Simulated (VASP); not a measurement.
# Cu (I4/mmm) in VASP: notebook

Runs on Cu. Level: PBE. Tasks: single point.

All numbers are computed with VASP 6.6.1; they aren't measurements. Logs are shortened: lines on timing, memory, paths and dates and some standing lists are left out, and cuts for length are marked.

**1. The cell of the first run**

The structure is tetragonal, space group I4/mmm (No. 139). The conventional cell has a = 2.352 Å, b = 2.352 Å, c = 3.760 Å, α = 90.00°, β = 90.00°, γ = 90.00°. Cu (site symmetry 4/mmm) has 12 Cu at 2.35 to 2.51 Å within 3.1 Å.

**2. Single point, PBE (strain -0.080 along x and y, +0.040 along z)**

Input file INCAR:

```
PREC = Accurate
ENCUT = 520
EDIFF = 1E-7
ISMEAR = 0
SIGMA = 0.15
LREAL = F
LASPH = T
NELM = 100
ALGO = Normal
ISIF = 2
LWAVE = F
LCHARG = F
GGA = PE
NBANDS = 12
```

Input file KPOINTS:

```
regular mesh
0
Gamma
  22 22 22
```

Input file POSCAR:

```
Cu
1.0
    0.0000000000      1.6629000000      1.8798000000
    1.6629000000      0.0000000000      1.8798000000
    1.6629000000      1.6629000000      0.0000000000
Cu
1
Direct
    0.0000000000      0.0000000000      0.0000000000
```

Potentials or basis: VASP PAW PBE potentials, release 64 (Cu).

On the command line:

```bash
$ cat potpaw_PBE.64/Cu/POTCAR > POTCAR
$ mpirun -np 1 vasp_std > vasp.out
```

OUTCAR:

```text
PREC = Accurate
   ENCUT = 520
   EDIFF = 1E-7
   ISMEAR = 0
   LREAL = F
   LASPH = T
   NELM = 100
   ISIF = 2
   GGA = PE

 ion  position               nearest neighbor table
   1  0.000  0.000  0.000-

  LATTYP: Found a body centered tetragonal cell.
 ALAT       =     2.3516957329
 C/A-ratio  =     1.5986762009

  Lattice vectors:

 A1 = (  -1.6629000000,   0.0000000000,   1.8798000000)
 A2 = (   1.6629000000,   0.0000000000,   1.8798000000)
 A3 = (   0.0000000000,   1.6629000000,  -1.8798000000)

Analysis of symmetry for initial positions (statically):
=====================================================================
 Subroutine PRICEL returns:
 Original cell was already a primitive cell.

 Routine SETGRP: Setting up the symmetry group for a
 body centered tetragonal supercell.

 Subroutine GETGRP returns: Found 16 space group operations
 (whereof 16 operations were pure point group operations)
 out of a pool of 16 trial point group operations.

The static configuration has the point symmetry D_4h.

Analysis of symmetry for dynamics (positions and initial velocities):
=====================================================================
 Subroutine PRICEL returns:
 Original cell was already a primitive cell.

 Routine SETGRP: Setting up the symmetry group for a
 body centered tetragonal supercell.

 Subroutine GETGRP returns: Found 16 space group operations
 (whereof 16 operations were pure point group operations)
 out of a pool of 16 trial point group operations.

The dynamic configuration has the point symmetry D_4h.

 Subroutine INISYM returns: Found 16 space group operations
 (whereof 16 operations are pure point group operations),
 and found     1 'primitive' translations

----------------------------------------------------------------------------------------

                                     Primitive cell

  volume of cell :      10.3962

  direct lattice vectors                    reciprocal lattice vectors
     0.000000000  1.662900000  1.879800000    -0.300679536  0.300679536  0.265985743
     1.662900000  0.000000000  1.879800000     0.300679536 -0.300679536  0.265985743
     1.662900000  1.662900000  0.000000000     0.300679536  0.300679536 -0.265985743

  length of vectors
     2.509757847  2.509757847  2.351695733     0.501562341  0.501562341  0.501562341

  position of ions in fractional coordinates (direct lattice)
     0.000000000  0.000000000  0.000000000

  ion indices of the primitive-cell ions
[... 81 lines left out ...]
   ISYM   =      2    0-nonsym 1-usesym 2-fastsym
   POTIM  = 0.5000    time-step for ionic-motion
   TEBEG  =    0.0;   TEEND  =   0.0 temperature during run
   PSTRESS=    0.0 pullay stress
   NELECT =      11.0000    total number of electrons
   NUPDOWN=      -1.0000    fix difference up-down
   EMIN   =  10.00;   EMAX   =-10.00  energy-range for DOS
   EFERMI =   0.00;   METHOD = LEGACY
   ISMEAR =     0;   SIGMA  =   0.15  broadening in eV -4-tet -1-fermi 0-gaus
   EFERMI_NEDOS =   21; number of points for ismear=-14 and -15
   IALGO  =     38    algorithm
   IMIX   =      4    mixing-type and parameters
     AMIX     =   0.40;   BMIX     =  1.00
     AMIX_MAG =   1.60;   BMIX_MAG =  1.00
  volume/ion in A,a.u.               =      10.40        70.16
  Fermi-wavevector in a.u.,A,eV,Ry     =   1.668199  3.152438 37.863471  2.782887
  Thomas-Fermi vector in A             =   2.754088
   LORBIT       =      0    0 simple, 1 ext, 2 COOP (PROOUT), +10 PAW based schemes
   GGA     = PE    functional components
   LHFCALC =     F    Hartree Fock is set to
   AEXX    =    0.0000 exact exchange contribution
   IVDW    =     0    specifies the selected vdW correction
   LEPSILON=     F    determine dielectric tensor
   LRPA    =     F    only Hartree local field effects (RPA)
 non-spin polarized calculation
 Gauss-broadening in eV      SIGMA  =   0.15
  energy-cutoff  :      520.00
  volume of cell :       10.40
 maximum number of plane-waves:       291
   NGX =  9   NGY =  9   NGZ =  9

 number of electron      11.0000001 magnetization

 Free energy of the ion-electron system (eV)
  ---------------------------------------------------
  ext. energy  EPLUGINS =         0.00000000
  ---------------------------------------------------
  free energy    TOTEN  =        -3.56997877 eV

  energy without entropy =       -3.56743450  energy(sigma->0) =       -3.56870664

 E-fermi :   9.3292     XC(G=0): -13.4823

 val. band max:        9.3015518218   @ k =  -0.3182   0.1818   0.0455
 cond. band min:       9.3337874997   @ k =  -0.3182   0.1818   0.0000
 fundamental gap:      0.0322356780
 Fermi energy:         9.3292376354

 k-point     1 :       0.0000    0.0000    0.0000
  band No.  band energies     occupation
      1      -1.0848      2.00000
      2       5.3371      2.00000
      3       6.1118      2.00000
      4       6.1118      2.00000
      5       6.3916      2.00000
      6       7.1639      2.00000
      7      33.1895      0.00000
      8      35.8573      0.00000
      9      37.0035      0.00000
     10      37.0035      0.00000
     11      39.2808      0.00000
     12      39.2808      0.00000
[... 331 lines left out ...]
 k-point    24 :      -0.4545    0.0455    0.0000
  band No.  band energies     occupation
      1       3.4739      2.00000
      2       5.4231      2.00000
      3       6.1470      2.00000
      4       7.1190      2.00000
      5       7.3721      2.00000
      6       8.3861      2.00000
      7      14.0059      0.00000
      8      27.9826      0.00000
      9      33.9607      0.00000
     10      35.2343      0.00000
     11      35.5048      0.00000
     12      38.5694      0.00000

 [... further k-points ...]

------------------------ aborting loop because EDIFF is reached ----------------------------------------

  FORCE on cell =-STRESS in cart. coord.  units (eV):
  Direction    XX          YY          ZZ          XY          YZ          ZX
  --------------------------------------------------------------------------------------
  -------------------------------------------------------------------------------------
  Total        2.2392729      2.2392729      1.2643045      0.0000000     -0.0000000     -0.0000000
  in kB      345.0989924    345.0989924    194.8445986      0.0000000     -0.0000000     -0.0000000
  external PRESSURE =     295.0141945 kB  Pullay stress =       0.0000000 kB

 VOLUME and BASIS-vectors are now :
 -----------------------------------------------------------------------------
  energy-cutoff  :      520.00
  volume of cell :       10.40
      direct lattice vectors                 reciprocal lattice vectors
     0.000000000  1.662900000  1.879800000    -0.300679536  0.300679536  0.265985743
     1.662900000  0.000000000  1.879800000     0.300679536 -0.300679536  0.265985743
     1.662900000  1.662900000  0.000000000     0.300679536  0.300679536 -0.265985743

 POSITION                                       TOTAL-FORCE (eV/Angst)
 -----------------------------------------------------------------------------------
      0.00000      0.00000      0.00000         0.000000      0.000000      0.000000
 -----------------------------------------------------------------------------------
    total drift:                                0.000000     -0.000000      0.000000

  FREE ENERGIE OF THE ION-ELECTRON SYSTEM (eV)
  ---------------------------------------------------
  free  energy   TOTEN  =        -3.5699787660 eV

  energy  without entropy=       -3.5674345043  energy(sigma->0) =       -3.56870664
```

OSZICAR:

```text
N       E                     dE             d eps       ncg     rms          rms(c)
DAV:   1     0.419928457171E+02    0.41993E+02   -0.53796E+03 22620   0.159E+03
DAV:   2    -0.321507839031E+01   -0.45208E+02   -0.41755E+02 20696   0.209E+02
DAV:   3    -0.449462554143E+01   -0.12795E+01   -0.12725E+01 23256   0.398E+01
DAV:   4    -0.450188928415E+01   -0.72637E-02   -0.72628E-02 22464   0.263E+00
DAV:   5    -0.450195038394E+01   -0.61100E-04   -0.61099E-04 23428   0.247E-01    0.773E+00
DAV:   6    -0.384189325181E+01    0.66006E+00   -0.12048E+01 23932   0.687E+01    0.302E+00
DAV:   7    -0.358762632531E+01    0.25427E+00   -0.16417E+00 23856   0.251E+01    0.736E-01
DAV:   8    -0.357061960961E+01    0.17007E-01   -0.83742E-03 26972   0.945E-01    0.187E-01
DAV:   9    -0.356997266837E+01    0.64694E-03   -0.34989E-03 26480   0.105E+00    0.254E-02
DAV:  10    -0.356998059072E+01   -0.79224E-05   -0.30446E-05 25268   0.782E-02    0.709E-03
DAV:  11    -0.356997872782E+01    0.18629E-05   -0.86072E-07 25060   0.177E-02    0.444E-04
DAV:  12    -0.356997876600E+01   -0.38183E-07   -0.20132E-08 13140   0.173E-03
   1 F= -.35699788E+01 E0= -.35687066E+01  d E =-.254426E-02
```

stdout:

```text
POSCAR found type information on POSCAR Cu
 POSCAR found :  1 types and       1 ions
 scaLAPACK will be used
 LDA part: xc-table for (Slater+PW92), standard interpolation
 POSCAR, INCAR and KPOINTS ok, starting setup
 FFT: planning ... GRIDC
 FFT: planning ... GRID_SOFT
 FFT: planning ... GRID
 WAVECAR not read
 entering main loop
```

Wall time 38 s (1 thread of Intel Xeon 6975P-C (Granite Rapids), shared host); peak memory 0.21 GiB.

Results:

```
Free energy : -3.5700 eV
Pressure    : 29.5 GPa
```

Levels at points of the mesh, in eV from the Fermi level:
| k point | band 4 | band 5 | band 6 | band 7 | band 8 | band 9 |
| --- | --- | --- | --- | --- | --- | --- |
| (0.00, 0.00, 0.00) | -3.22 | -2.94 | -2.17 | 23.86 | 26.53 | 27.67 |
| (0.50, 0.00, 0.00) | -1.93 | -1.71 | -1.39 | 4.48 | 19.61 | 24.73 |
| (0.50, 0.50, 0.00) | -1.68 | -1.68 | -0.38 | 5.85 | 16.24 | 16.24 |
| (0.50, 0.00, 0.50) | -1.90 | -1.37 | 2.39 | 9.16 | 13.15 | 13.28 |

Caveat: the cell differs from its parent crystal (strain -0.080 along x and y, +0.040 along z).

**3. Single point, PBE (strain -0.080 along x and y, +0.080 along z)**

Input file INCAR:

```
PREC = Accurate
ENCUT = 520
EDIFF = 1E-6
ISMEAR = 0
SIGMA = 0.15
LREAL = F
LASPH = T
NELM = 100
ALGO = Fast
ISIF = 2
LWAVE = F
LCHARG = F
GGA = PE
NBANDS = 12
```

Input file KPOINTS:

```
Automatic mesh
0
Gamma
  22 22 22
```

Input file POSCAR:

```
Cu
1.0
    0.0000000000      1.6629000000      1.9521000000
    1.6629000000      0.0000000000      1.9521000000
    1.6629000000      1.6629000000      0.0000000000
Cu
1
Direct
    0.0000000000      0.0000000000      0.0000000000
```

Potentials or basis: VASP PAW PBE potentials, release 64 (Cu).

On the command line:

```bash
$ cat potpaw_PBE.64/Cu/POTCAR > POTCAR
$ mpirun -np 1 vasp_std > vasp.out
```

It took 45 s on 1 thread of Intel Xeon 6975P-C (Granite Rapids), shared host; peak memory 0.22 GiB.

The run converged. Its results:

| Item | Value |
| --- | --- |
| Free energy | -3.6033 eV |
| Pressure | 21.2 GPa |

Stress tensor (GPa, compression positive):
```
27.96  0.00  0.00
 0.00 27.96  0.00
 0.00  0.00  7.62
```

Levels at points of the mesh, in eV from the Fermi level:
```csv
k point,band 3,band 4,band 5,band 6,band 7,band 8,band 9,band 10
"(0.00, 0.00, 0.00)",-3.01,-3.01,-2.99,-2.02,23.76,25.76,27.18,27.18
"(0.50, 0.00, 0.00)",-3.00,-1.92,-1.67,-1.24,4.31,18.27,23.47,24.84
"(0.50, 0.50, 0.00)",-1.73,-1.67,-1.67,-0.74,4.99,16.57,16.57,20.87
"(0.50, 0.00, 0.50)",-1.98,-1.90,-1.28,2.71,9.22,12.60,12.89,17.63
```

Caveat: the cell differs from its parent crystal (strain -0.080 along x and y, +0.080 along z).

**4. Single point, PBE (strain +0.000 along x and y, -0.080 along z)**

Input file INCAR:

```
PREC = Accurate
ENCUT = 520
EDIFF = 1E-7
ISMEAR = 0
SIGMA = 0.15
LREAL = F
LASPH = T
NELM = 60
ALGO = Normal
ISIF = 2
LWAVE = F
LCHARG = T
GGA = PE
LELF = T
LVHAR = T
NBANDS = 12
```

KPOINTS is that of step 3.

Input file POSCAR:

```
Cu
1.0
    0.0000000000      1.8075000000      1.6629000000
    1.8075000000      0.0000000000      1.6629000000
    1.8075000000      1.8075000000      0.0000000000
Cu
1
Direct
    0.0000000000      0.0000000000      0.0000000000
```

Potentials or basis: VASP PAW PBE potentials, release 64 (Cu).

On the command line:

```bash
$ cat potpaw_PBE.64/Cu/POTCAR > POTCAR
$ mpirun -np 1 vasp_std > vasp.out
```

OUTCAR:

```text
PREC = Accurate
   ENCUT = 520
   EDIFF = 1E-7
   ISMEAR = 0
   LREAL = F
   LASPH = T
   NELM = 60
   ISIF = 2
   GGA = PE

 ion  position               nearest neighbor table
   1  0.000  0.000  0.000-

  LATTYP: Found a body centered tetragonal cell.
 ALAT       =     2.5561910140
 C/A-ratio  =     1.3010764774

  Lattice vectors:

 A1 = (   0.0000000000,  -1.8075000000,  -1.6629000000)
 A2 = (   0.0000000000,   1.8075000000,  -1.6629000000)
 A3 = (   1.8075000000,   0.0000000000,   1.6629000000)

[... 537 lines left out ...]
     12      36.8204      0.00000

 [... further k-points ...]

------------------------ aborting loop because EDIFF is reached ----------------------------------------

  FORCE on cell =-STRESS in cart. coord.  units (eV):
  Direction    XX          YY          ZZ          XY          YZ          ZX
  --------------------------------------------------------------------------------------
  -------------------------------------------------------------------------------------
  Total        1.1163766      1.1163766      1.4014382      0.0000000     -0.0000000      0.0000000
  in kB      164.6146810    164.6146810    206.6482731      0.0000000     -0.0000000      0.0000000
  external PRESSURE =     178.6258784 kB  Pullay stress =       0.0000000 kB

 VOLUME and BASIS-vectors are now :
 -----------------------------------------------------------------------------
  energy-cutoff  :      520.00
  volume of cell :       10.87
      direct lattice vectors                 reciprocal lattice vectors
     0.000000000  1.807500000  1.662900000    -0.276625173  0.276625173  0.300679536
     1.807500000  0.000000000  1.662900000     0.276625173 -0.276625173  0.300679536
     1.807500000  1.807500000  0.000000000     0.276625173  0.276625173 -0.300679536

 POSITION                                       TOTAL-FORCE (eV/Angst)
 -----------------------------------------------------------------------------------
      0.00000      0.00000      0.00000         0.000000     -0.000000      0.000000
 -----------------------------------------------------------------------------------
    total drift:                                0.000000      0.000000      0.000000

  FREE ENERGIE OF THE ION-ELECTRON SYSTEM (eV)
  ---------------------------------------------------
  free  energy   TOTEN  =        -3.6638969772 eV

  energy  without entropy=       -3.6608637193  energy(sigma->0) =       -3.66238035
```

OSZICAR:

```text
N       E                     dE             d eps       ncg     rms          rms(c)
DAV:   1     0.416323516013E+02    0.41632E+02   -0.54094E+03 22584   0.157E+03
DAV:   2    -0.332609266941E+01   -0.44958E+02   -0.41487E+02 20596   0.207E+02
DAV:   3    -0.458875794249E+01   -0.12627E+01   -0.12533E+01 23208   0.395E+01
DAV:   4    -0.459600315133E+01   -0.72452E-02   -0.72442E-02 22520   0.264E+00
DAV:   5    -0.459606650762E+01   -0.63356E-04   -0.63355E-04 23572   0.251E-01    0.777E+00
DAV:   6    -0.398156163256E+01    0.61450E+00   -0.13154E+01 23716   0.706E+01    0.341E+00
DAV:   7    -0.367955639169E+01    0.30201E+00   -0.19249E+00 23736   0.267E+01    0.679E-01
DAV:   8    -0.366489634002E+01    0.14660E-01   -0.55070E-03 25788   0.752E-01    0.236E-01
DAV:   9    -0.366389349454E+01    0.10028E-02   -0.57328E-03 26172   0.134E+00    0.272E-02
DAV:  10    -0.366389860489E+01   -0.51104E-05   -0.28238E-05 28212   0.834E-02    0.862E-03
DAV:  11    -0.366389679664E+01    0.18082E-05   -0.13413E-06 25020   0.223E-02    0.244E-04
DAV:  12    -0.366389691873E+01   -0.12209E-06   -0.12749E-08 13532   0.123E-03    0.111E-04
DAV:  13    -0.366389697720E+01   -0.58462E-07   -0.29910E-09 11772   0.678E-04
   1 F= -.36638970E+01 E0= -.36623803E+01  d E =-.303326E-02
```

stdout:

```text
POSCAR found type information on POSCAR Cu
 POSCAR found :  1 types and       1 ions
 scaLAPACK will be used
 LDA part: xc-table for (Slater+PW92), standard interpolation
 POSCAR, INCAR and KPOINTS ok, starting setup
 FFT: planning ... GRIDC
 FFT: planning ... GRID_SOFT
 FFT: planning ... GRID
 WAVECAR not read
 entering main loop
```

It took 40 s on 1 thread of Intel Xeon 6975P-C (Granite Rapids), shared host; peak memory 0.21 GiB.

What came out:

| Quantity | Value |
| --- | --- |
| Free energy | -3.6639 eV |
| Pressure | 17.9 GPa |

Caveat: the cell differs from its parent crystal (strain +0.000 along x and y, -0.080 along z).

**5. The runs side by side**

```tsv
cell	gap on the mesh (eV)	pressure (GPa)
a = 2.510, b = 2.510, c = 2.352 Å, angles 62.1, 62.1, 55.9°, 1 atom	none	29.5
a = 2.564, b = 2.564, c = 2.352 Å, angles 62.7, 62.7, 54.6°, 1 atom	none	21.2
a = 2.456, b = 2.456, c = 2.556 Å, angles 58.6, 58.6, 62.7°, 1 atom	none	17.9
```

Alike in all rows: task single point; level PBE; potentials or basis VASP PAW PBE potentials, release 64 (Cu); no spin polarisation; k mesh 22 × 22 × 22; cutoff (eV) 520; smearing gaussian 0.15 eV.

Absolute energies hang on the potentials; compare differences alone.
